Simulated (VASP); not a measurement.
Set up this calculation in VASP 6.6.1, as the native input.

* Task: single point
* Functional: PBEsol
* Potentials or basis: VASP PAW PBE potentials, release 64 (Nb_sv, Zn)
* Cutoff: 520 eV
* k mesh: 10 × 10 × 10
* Occupations: fermi-dirac, width 0.05 eV
* Spin: no spin polarisation
* Dipole correction: no
* Further INCAR settings: ALGO = Normal; EDIFF = 1e-06; NBANDS = 32

The structure of NbZn3 lies in POSCAR:

```
NbZn3
1.0
    3.8536917517      0.0000000000      0.0000000000
    0.0000000000      3.8536917517      0.0000000000
    0.0000000000      0.0000000000      3.8536917517
Nb Zn
1 3
Direct
    0.0000000000      0.0000000000      0.0000000000
    0.0000000000      0.5000000000      0.5000000000
    0.5000000000      0.0000000000      0.5000000000
    0.5000000000      0.5000000000      0.0000000000
```

This cell differs from its parent crystal: volume scaled by 0.94.

These files were run (other wordings do the same):

INCAR

```
PREC = Accurate
ENCUT = 520
EDIFF = 1E-6
ISMEAR = -1
SIGMA = 0.05
LREAL = F
LASPH = T
NELM = 60
ALGO = Normal
ISIF = 2
LWAVE = F
LCHARG = T
GGA = PS
LELF = T
LVHAR = T
NBANDS = 32
```

KPOINTS

```
regular mesh
0
Gamma
  10 10 10
```

Potentials or basis: VASP PAW PBE potentials, release 64 (Nb_sv, Zn).

Run with:

```bash
$ cat potpaw_PBE.64/Nb_sv/POTCAR potpaw_PBE.64/Zn/POTCAR > POTCAR
$ mpirun -np 1 vasp_std > vasp.out
```

It gave:

```
Pressure : 3.0 GPa
```

Caveat: the PAW data sets were made with another functional, which shifts forces and pressure a little.

It took 49 s on 1 thread of Intel(R) Xeon(R) Platinum 8559C (Emerald Rapids) (shared host), peak memory 0.22 GiB.
